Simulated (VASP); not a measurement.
# Te (R-3m) in VASP: notebook, part 2 of 2

VASP 6.6.1. The steps go on from the part before.

### 3 Single point, LDA

The input, INCAR:

```
SYSTEM = Te
PREC     = Accurate       ! precision mode
ENCUT    = 520            ! plane-wave cutoff, eV
EDIFF    = 1E-6           ! SCF threshold, eV
ISMEAR   = -1             ! smearing method
SIGMA    = 0.05           ! smearing width, eV
LREAL    = .False.        ! projectors in reciprocal space
LASPH    = .True.         ! aspherical terms in the spheres
NELM     = 80             ! most SCF steps
ALGO     = Normal         ! electronic algorithm
ISIF     = 2              ! what is computed and relaxed
LWAVE    = .False.        ! write WAVECAR
LCHARG   = .False.        ! write CHGCAR
NBANDS   = 13             ! bands
```

The input, KPOINTS:

```
regular mesh
0
Gamma
  14 14 14
  0 0 0
```

The input, POSCAR:

```
Te
1.0
    1.2454887180     -0.7190832466      4.0652182624
    0.0000000000      1.4381664933      4.0652182624
   -1.2454887180     -0.7190832466      4.0652182624
Te
2
Direct
    0.2500000000      0.2500000000      0.2500000000
   -0.2500000000     -0.2500000000     -0.2500000000
```

Potentials or basis: VASP PAW LDA potentials, release 64 (Te).

The run is started by

```console
$ cat potpaw_LDA.64/Te/POTCAR > POTCAR
$ mpirun -np 1 vasp_std > vasp.out
```

Wall time 77 s (1 thread of Intel Xeon 6975P-C (Granite Rapids), shared host); peak memory 0.2 GiB.

The run converged. Its results:

- Free energy: 12.6006 eV
- Pressure: 464.3 GPa
- Band gap on the k mesh: zero (band 6 reaches 35.37 eV, above the bottom of band 7 at 21.91 eV)

Levels at points of the mesh, in eV from the Fermi level:
```
           k point  band 4  band 5  band 6  band 7  band 8  band 9
(0.00, 0.00, 0.00)    5.92    5.96    5.96    6.25    9.82    9.82
(0.50, 0.00, 0.00)  -10.19   -3.41   -3.41    0.46    0.46    4.41
(0.50, 0.50, 0.00)  -11.03   -2.65   -2.63    2.70    5.15    5.92
(0.50, 0.50, 0.50)   -3.45    7.06    7.06    7.52    7.52    7.52
```

Caveat: spin-orbit coupling is left out, which moves the levels of the heavy elements.

### 4 Relaxation of cell and atoms, LDA, target pressure 450 GPa, at which the enthalpy is minimised

The input, INCAR:

```
SYSTEM = Te
PREC = Accurate
ENCUT = 600
EDIFF = 1E-6
ISMEAR = -1
SIGMA = 0.05
LREAL = .FALSE.
LASPH = .TRUE.
NELM = 100
ALGO = Normal
ISIF = 3
LWAVE = .FALSE.
LCHARG = .FALSE.
GGA = CA
IBRION = 2
NSW = 32
EDIFFG = -0.005
PSTRESS = 4500.0
```

The input, KPOINTS:

```
Automatic mesh
0
G
  14 14 14
  0 0 0
```

The input, POSCAR:

```
Te
1.0
    1.2456394393     -0.7191702656      4.0648537568
    0.0000000000      1.4383405312      4.0648537568
   -1.2456394393     -0.7191702656      4.0648537568
Te
2
Direct
    0.2500000714      0.2500000714      0.2500000714
   -0.2500000714     -0.2500000714     -0.2500000714
```

Potentials or basis: VASP PAW LDA potentials, release 64 (Te).

The run is started by

```console
$ cat potpaw_LDA.64/Te/POTCAR > POTCAR
$ mpirun -np 1 vasp_std > vasp.out
```

OUTCAR:

```text
SYSTEM = Te
   PREC = Accurate
   ENCUT = 600
   EDIFF = 1E-6
   ISMEAR = -1
   LREAL = .FALSE.
   LASPH = .TRUE.
   NELM = 100
   ISIF = 3
   GGA = CA
   IBRION = 2
   NSW = 32
   EDIFFG = -0.005
   PSTRESS = 4500.0

 ion  position               nearest neighbor table
   1  0.250  0.250  0.250-   2 2.49   2 2.49   2 2.49   2 2.49   2 2.49   2 2.49   2 3.52   2 3.52
                             2 3.52
   2  0.750  0.750  0.750-   1 2.49   1 2.49   1 2.49   1 2.49   1 2.49   1 2.49   1 3.52   1 3.52
                             1 3.52

  LATTYP: Found a trigonal (rhomboedric) cell.
 ALAT       =     4.3118278662
 COS(alpha) =     0.8330863453

  Lattice vectors:

 A1 = (   1.2456394393,  -0.7191702656,   4.0648537568)
 A2 = (   0.0000000000,   1.4383405312,   4.0648537568)
 A3 = (  -1.2456394393,  -0.7191702656,   4.0648537568)

Analysis of symmetry for initial positions (statically):
=====================================================================
 Subroutine PRICEL returns following result:

  LATTYP: Found a trigonal (rhomboedric) cell.
 ALAT       =     2.4898975035
 COS(alpha) =     0.4994444827

  Lattice vectors:
[... 192 lines left out ...]
  -------------------------------------------------------------------------------------
  Total       63.2781054     63.2781054     63.2959164      0.0000000      0.0000000      0.0000000
  in kB     4640.2758686   4640.2758687   4641.5819781      0.0000000      0.0000000      0.0000000
  external PRESSURE =     140.7112385 kB  Pullay stress =    4500.0000000 kB
[... 291 lines left out ...]
--------------------------------------- Ionic step        9  -------------------------------------------

 number of electron      12.0000000 magnetization

 Free energy of the ion-electron system (eV)
  ---------------------------------------------------
  ext. energy  EPLUGINS =         0.00000000
  ---------------------------------------------------
  free energy    TOTEN  =        12.03232765 eV

  energy without entropy =       12.04047668  energy(sigma->0) =       12.03640217

 E-fermi :  27.9145     XC(G=0): -14.7885

 val. band max:       27.9042709376   @ k =  -0.2143  -0.2143   0.0714
 cond. band min:      27.9220535454   @ k =  -0.3571   0.4286   0.2857
 fundamental gap:      0.0177826078
 Fermi energy:        27.9145107692

 k-point     1 :       0.0000    0.0000    0.0000
  band No.  band energies     occupation
      1       1.5412      2.00000
      2      11.7949      2.00000
      3      12.1167      2.00000
      4      33.8403      0.00000
      5      33.8403      0.00000
      6      33.9173      0.00000
      7      34.2512      0.00000
      8      37.7104      0.00000
      9      37.7104      0.00000
     10      37.7311      0.00000
[... 287 lines left out ...]
 k-point    24 :       0.2857    0.1429    0.0000
  band No.  band energies     occupation
      1       3.9802      2.00000
      2      11.3880      2.00000
      3      17.2251      2.00000
      4      24.4795      2.00000
      5      26.5878      2.00000
      6      26.8968      2.00000
      7      30.1756      0.00000
      8      35.7929      0.00000
      9      36.6160      0.00000
     10      36.6704      0.00000

 [... further k-points ...]
[... 5 lines left out ...]
  --------------------------------------------------------------------------------------
  -------------------------------------------------------------------------------------
  Total       61.9131271     61.9131271     61.9082797      0.0000000      0.0000000      0.0000000
  in kB     4499.9053485   4499.9053489   4499.5530387      0.0000000      0.0000000      0.0000000
  external PRESSURE =      -0.2120879 kB  Pullay stress =    4500.0000000 kB
[... 21 lines left out ...]
  energy  without entropy=       12.0404766804  energy(sigma->0) =       12.03640217

  enthalpy is  TOTEN    =        73.9467570279 eV   P V=       61.9144293743

 reached required accuracy - stopping structural energy minimisation
```

Run time: 12 min. Hardware: 1 thread of AMD EPYC 7R43 (Zen 3), shared host; peak memory 0.2 GiB.

Results:

```yaml
Free_energy: 12.0323 eV
Relaxed_volume: 11.02 Å³/atom
Relaxed_cell: a = 4.326 Å, b = 4.326 Å, c = 4.326 Å, α = 33.57°, β = 33.57°, γ = 33.57°
Space_group_after_relaxing_to_0.05_Å: Fm-3m (No. 225)
Energy_change_on_relaxing_the_enthalpy_is_what_falls: -278.9 meV/atom
Ionic_steps: 9
Pressure_after_relaxing: 450.0 GPa
Band_gap_on_the_k_mesh: zero (band 6 reaches 35.04 eV, above the bottom of band 7 at 21.68 eV)
```

The path:
| step | energy change (eV) | largest force (eV/Å) | pressure (GPa) | volume (Å³) |
| --- | --- | --- | --- | --- |
| 1 | 0.0000 | 0.0000 | 464.07 | 21.85 |
| 2 | -7.2742 | 0.0000 | 286.20 | 25.02 |
| 3 | -0.6014 | 0.0000 | 448.89 | 22.06 |
| 4 | -0.5575 | 0.0000 | 449.99 | 22.04 |
| 5 | -0.5465 | 0.0000 | 450.25 | 22.04 |
| 6 | -0.5488 | 0.0000 | 450.21 | 22.04 |
| 7 | -0.5487 | 0.0000 | 450.21 | 22.04 |
| 8 | -0.5630 | 0.0000 | 449.87 | 22.05 |
| 9 | -0.5578 | 0.0000 | 449.98 | 22.04 |

Final structure:
```yaml
crystal:
  lattice:
    - [1.24916, -0.72120, 4.07817]
    - [0.00000, 1.44240, 4.07817]
    - [-1.24916, -0.72120, 4.07817]
  atoms:
    - { symbol: Te, position: [0.25000, 0.25000, 0.25000] }
    - { symbol: Te, position: [0.75000, 0.75000, 0.75000] }
```

Caveat: the cell is relaxed towards a set pressure, so the enthalpy falls and the energy may rise; spin-orbit coupling is left out, which moves the levels of the heavy elements.
